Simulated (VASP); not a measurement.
Write the native input for VASP 6.6.1 that does the following.

```yaml
Task: single point
Functional: RPBE
Potentials_or_basis: VASP PAW PBE potentials, release 64 (Fe)
Cutoff: 520 eV
k_mesh: 17 × 17 × 17
Occupations: fermi-dirac, width 0.1 eV
Spin: no spin polarisation
Dipole_correction: no
Further_INCAR_settings: ALGO = Normal; EDIFF = 1e-07; NBANDS = 10
```

The structure of Fe lies in POSCAR:

```
Fe
1.0
    0.0000000000      1.6902420362      1.6902420362
    1.6902420362      0.0000000000      1.6902420362
    1.6902420362      1.6902420362      0.0000000000
Fe
1
Direct
    0.0000000000      0.0000000000      0.0000000000
```

This cell differs from its parent crystal: volume scaled by 0.92.

The input as run:

INCAR

```
SYSTEM = Fe
  ALGO = Normal
  EDIFF = 1E-7
  ENCUT = 520
  GGA = RP
  ISIF = 2
  ISMEAR = -1
  LASPH = .TRUE.
  LCHARG = .FALSE.
  LREAL = .FALSE.
  LWAVE = .FALSE.
  NBANDS = 10
  NELM = 100
  PREC = Accurate
  SIGMA = 0.1
```

KPOINTS

```
k-points
0
G
  17 17 17
  0 0 0
```

Potentials or basis: VASP PAW PBE potentials, release 64 (Fe).

The run is started by

```console
$ cat potpaw_PBE.64/Fe/POTCAR > POTCAR
$ mpirun -np 1 vasp_std > vasp.out
```

Results of the run:

| Property | Result |
| --- | --- |
| Pressure | 25.9 GPa |
| Band gap on the k mesh | zero (band 4 reaches 8.94 eV, above the bottom of band 5 at 6.77 eV) |

Caveat: the PAW data sets were made with another functional, which shifts forces and pressure a little; the run has no spin polarisation, though such a crystal can be magnetic.

Wall time 35 s on 1 thread of AMD EPYC 7R13 (shared host), peak memory 0.1 GiB.
